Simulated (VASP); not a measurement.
Here is a VASP 6.6.1 calculation.

POSCAR

```
CuO
1.0
    0.0000000000      2.2394778634      2.2394778634
    2.2394778634      0.0000000000      2.2394778634
    2.2394778634      2.2394778634      0.0000000000
Cu O
1 1
Direct
    0.0000000000      0.0000000000      0.0000000000
    0.7500000000      0.7500000000      0.7500000000
```

INCAR.step1

```
ALGO = Normal ; EDIFF = 1E-4
ENCUT = 520 ; GGA = PE
ISMEAR = 0 ; ISPIN = 2
LASPH = T ; LCHARG = F
LMAXMIX = 4 ; LREAL = F
LWAVE = T ; MAGMOM = 0.64 0.36
NBANDS = 20 ; NELM = 150
PREC = Accurate ; SIGMA = 0.1
```

INCAR.step2

```
ALGO = Normal ; EDIFF = 1E-6
ENCUT = 520 ; ISIF = 2
ISMEAR = 0 ; ISPIN = 2
ISTART = 1 ; LASPH = T
LCHARG = T ; LELF = T
LMAXMIX = 4 ; LMIXTAU = T
LORBIT = 11 ; LREAL = F
LVHAR = T ; LWAVE = F
MAGMOM = 0.64 0.36 ; METAGGA = R2SCAN
NBANDS = 20 ; NELM = 150
PREC = Accurate ; SIGMA = 0.1
```

The input KPOINTS:

```
k-points
0
Gamma
  22 22 22
```

Potentials or basis: VASP PAW PBE potentials, release 64 (Cu, O).

The run is started by

```bash
$ cat potpaw_PBE.64/Cu/POTCAR potpaw_PBE.64/O/POTCAR > POTCAR
$ cp INCAR.step1 INCAR
$ mpirun -np 1 vasp_std > vasp.out
$ cp INCAR.step2 INCAR
$ mpirun -np 1 vasp_std > vasp.out
```

What does it give for the pressure?

-0.9 GPa.

Estimate the net moment.

0.00 μB per cell.

Caveat: the PAW data sets were made with another functional, which shifts forces and pressure a little.
